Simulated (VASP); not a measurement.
Write the native input for VASP 6.6.1 that does the following.

```
Task                   : single point
Functional             : r2SCAN
Potentials or basis    : VASP PAW PBE potentials, release 64 (Ge_d)
Cutoff                 : 520 eV
k mesh                 : 6 × 6 × 4
Occupations            : gaussian, width 0.1 eV
Spin                   : no spin polarisation
Dipole correction      : no
Further INCAR settings : ALGO = Normal; EDIFF = 1e-06; NBANDS = 28
```

The system is Ge.

```
Ge
1.0
     3.77775    0.00000    0.00000
    -1.88888    3.27163    0.00000
     0.00000    0.00000    4.63854
Ge
3
Direct
  0.33334 0.00000 0.33333
  0.00000 0.33334 0.66667
  0.66666 0.66666 0.00000
```

This isn't the form of Ge at room conditions, which is diamond.

One way to write it, as run:

POSCAR

```
Ge
1.0
    3.7777512656      0.0000000000      0.0000000000
   -1.8888756328      3.2716285652      0.0000000000
    0.0000000000      0.0000000000      4.6385406201
Ge
3
Direct
    0.3333403807      0.0000000000      0.3333333333
    0.0000000000      0.3333403807      0.6666666667
    0.6666596193      0.6666596193      0.0000000000
```

INCAR.step1

```
SYSTEM = Ge
PREC = Accurate ; ENCUT = 520
ISMEAR = 0 ; SIGMA = 0.1
LREAL = .FALSE. ; LASPH = .TRUE.
NELM = 60 ; NBANDS = 28
GGA = PE ; ALGO = Normal
EDIFF = 1E-4 ; LWAVE = .TRUE.
LCHARG = .FALSE.
```

INCAR.step2

```
SYSTEM = Ge
PREC = Accurate ; ENCUT = 520
EDIFF = 1E-6 ; ISMEAR = 0
SIGMA = 0.1 ; LREAL = .FALSE.
LASPH = .TRUE. ; NELM = 60
ALGO = Normal ; ISIF = 2
LWAVE = .FALSE. ; LCHARG = .TRUE.
METAGGA = R2SCAN ; LMIXTAU = .TRUE.
LELF = .TRUE. ; LVHAR = .TRUE.
NBANDS = 28 ; ISTART = 1
```

KPOINTS

```
regular mesh
0
G
  6 6 4
  0 0 0
```

Potentials or basis: VASP PAW PBE potentials, release 64 (Ge_d).

Command:

```console
$ cat potpaw_PBE.64/Ge_d/POTCAR > POTCAR
$ cp INCAR.step1 INCAR
$ mpirun -np 1 vasp_std > vasp.out
$ cp INCAR.step2 INCAR
$ mpirun -np 1 vasp_std > vasp.out
```

It gave:

The pressure is -0.1 GPa. The band gap on the k mesh is zero (bands 21 and 22 overlap by 3.34 eV).

Caveat: the PAW data sets were made with another functional, which shifts forces and pressure a little.

Wall time 3.4 min on 1 thread of AMD EPYC 7R13 (shared host), peak memory 0.15 GiB.
